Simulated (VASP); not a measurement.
The system is Yb.

```
CELL_PARAMETERS angstrom
0.00000 2.74310 2.74310
2.74310 0.00000 2.74310
2.74310 2.74310 0.00000
ATOMIC_POSITIONS crystal
Yb 0.00000 0.00000 0.00000
```

```yaml
Program: VASP 6.6.1
Task: relaxation of cell and atoms
Functional: r2SCAN
Potentials_or_basis: VASP PAW PBE potentials, release 64 (Yb)
Cutoff: 600 eV
k_mesh: 8 × 8 × 8
Occupations: fermi-dirac, width 0.05 eV
Spin: no spin polarisation
```

At the start: pressure -2.6 GPa; volume 41.28 Å³/atom.

Question: How do energy, volume and symmetry change on relaxing?

Answer: Over 4 steps the energy falls by 61.1 meV/atom and the volume is 34.75 Å³/atom (-15.8 %); space group Fm-3m (No. 225, to 0.05 Å).

Step by step:
```tsv
step	energy change (eV)	largest force (eV/Å)	pressure (GPa)	volume (Å³)
1	0.0000	0.0000	-2.56	41.28
2	-0.0489	0.0000	-1.41	37.46
3	-0.0609	0.0000	-0.18	35.07
4	-0.0611	0.0000	-0.03	34.75
```

Final structure:
```
Yb
1.0
     0.00000    2.59012    2.59012
     2.59012    0.00000    2.59012
     2.59012    2.59012    0.00000
Yb
1
Direct
  0.00000 0.00000 0.00000
```

Caveat: the volume moved by over 15 % at a fixed basis, so the end points are rough; the PAW data sets were made with another functional, which shifts forces and pressure a little; the volume moved by -16 % from the deposited cell, more than functionals usually miss.
